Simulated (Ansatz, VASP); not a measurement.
One calculation of Ag2O, two programs

```
CELL_PARAMETERS angstrom
4.71800 0.00000 0.00000
0.00000 4.71800 0.00000
0.00000 0.00000 4.71800
ATOMIC_POSITIONS crystal
Ag 0.25000 0.25000 0.25000
Ag 0.25000 0.75000 0.75000
Ag 0.75000 0.75000 0.25000
Ag 0.75000 0.25000 0.75000
O 0.00000 0.00000 0.00000
O 0.50000 0.50000 0.50000
```

Alike in both runs: task relaxation of cell and atoms; functional PBE; k mesh 8 × 8 × 8; occupations gaussian, width 0.1 eV; no spin polarisation.

|  | VASP | Ansatz |
| --- | --- | --- |
| version | VASP 6.6.1 | Ansatz 0.2.0 |
| potentials or method | VASP PAW PBE potentials, release 64 (Ag, O), cutoff 600 eV | scalar-relativistic, plane waves, PAW |
| valence electrons in the cell | 56 | 88 |

VASP gave:

| Item | Value |
| --- | --- |
| gap on the k mesh at the Fermi level, each at its own relaxed structure (eV) | none |
| relaxed volume (Å³/atom) | 18.53 |
| relaxed cell length with the largest relative difference (Å) | 4.809 |

Task: What did Ansatz give for the same quantities?

Result: gap on the k mesh at the Fermi level, each at its own relaxed structure (eV): none; relaxed volume (Å³/atom): 18.57; relaxed cell length with the largest relative difference (Å): 4.812.

A gap of «none» marks a metal or a gap that the smearing closes. VASP's potentials hold 56 valence electrons a cell and Ansatz's 88, so a difference there can come from the potentials and not from the codes.
